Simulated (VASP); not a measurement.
## ZrSiRu4: single point with PBE

ZrSiRu4:

```
CELL_PARAMETERS angstrom
4.01736 0.00000 0.00000
0.00000 4.01736 0.00000
0.00000 0.00000 6.34437
ATOMIC_POSITIONS crystal
Zr 0.00000 0.00000 0.00000
Si 0.50000 0.50000 0.50000
Ru 0.50000 0.00000 0.71086
Ru 0.00000 0.50000 0.28914
Ru 0.50000 0.00000 0.28914
Ru 0.00000 0.50000 0.71086
```

```json
{
 "Program": "VASP 6.6.1",
 "Task": "single point",
 "Functional": "PBE",
 "Potentials or basis": "VASP PAW PBE potentials, release 64 (Zr_sv, Si, Ru_pv)",
 "Cutoff": "520 eV",
 "k mesh": "4 × 4 × 4",
 "Occupations": "gaussian, width 0.1 eV",
 "Spin": "no spin polarisation"
}
```

```json
{
  "Pressure": "0.1 GPa",
  "Largest force": "0.009 eV/Å",
  "Band gap on the k mesh": "zero (band 36 reaches 10.51 eV, above the bottom of band 37 at 8.54 eV)"
}
```

Forces in eV/Å, atoms in the order of the input:
```
Zr   0.000  0.000  0.000
Si   0.000  0.000  0.000
Ru   0.000  0.000  0.009
Ru   0.000  0.000 -0.009
Ru   0.000  0.000 -0.009
Ru   0.000  0.000  0.009
```

Stress tensor (GPa, compression positive):
```
0.00 0.00 0.00
0.00 0.00 0.00
0.00 0.00 0.17
```

Levels at points of the mesh, in eV from the Fermi level:
```tsv
k point	band 34	band 35	band 36	band 37	band 38	band 39
(0.00, 0.00, 0.00)	0.31	0.78	1.41	1.87	1.89	1.99
(0.50, 0.00, 0.00)	-0.75	-0.56	-0.55	-0.50	-0.35	0.65
(0.50, 0.50, 0.00)	-0.78	-0.34	0.56	0.59	0.78	0.78
(0.00, 0.00, 0.50)	0.29	0.58	0.82	1.51	1.51	1.99
(0.50, 0.00, 0.50)	-1.22	-1.11	-0.99	-0.57	-0.53	-0.29
(0.50, 0.50, 0.50)	-0.49	-0.40	-0.40	-0.39	0.47	1.18
```

It took 61 s on 1 thread of AMD EPYC 7R13 Processor (Zen 3), on a shared host, peak memory 0.2 GiB.

Caveat: the k points lie up to 0.39 Å⁻¹ apart.
